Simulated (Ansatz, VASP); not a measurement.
Two plane-wave programs on As

```
As
1.0
     2.97948   -0.10062    0.32377
    -0.10062    2.58301    0.26188
     0.32377    0.26188    2.54855
As
1
Direct
  0.50000 0.50000 0.50000
```

Alike in both runs: task single point; functional r2SCAN-based global hybrid; k mesh 5 × 6 × 6; occupations fermi-dirac, width 0.05 eV; no spin polarisation.

|  | VASP | Ansatz |
| --- | --- | --- |
| version | VASP 6.6.1 | Ansatz 0.2.0 |
| potentials or method | VASP PAW PBE potentials, release 64 (As) | Ansatz PAW |
| plane-wave cutoff (eV) | 520 | 500 |
| valence electrons in the cell | 5 | 15 |

Ansatz gave:

```
gap on the k mesh at the Fermi level (eV)                     : none
pressure (GPa)                                                : 4.6
traceless stress, the component that is largest in VASP (GPa) : -11.48
```

**Question.** Which values does VASP return?

**Answer.** gap on the k mesh at the Fermi level (eV): none; pressure (GPa): 4.3; traceless stress, the component that is largest in VASP (GPa): -11.40.

VASP's potentials were made for PBE, not for r2SCAN-based global hybrid. A gap of «none» marks a metal or a gap that the smearing closes. VASP's potentials hold 5 valence electrons a cell and Ansatz's 15, so a difference there can come from the potentials and not from the codes.

The k mesh is coarse, so the values compare programs but aren't converged.
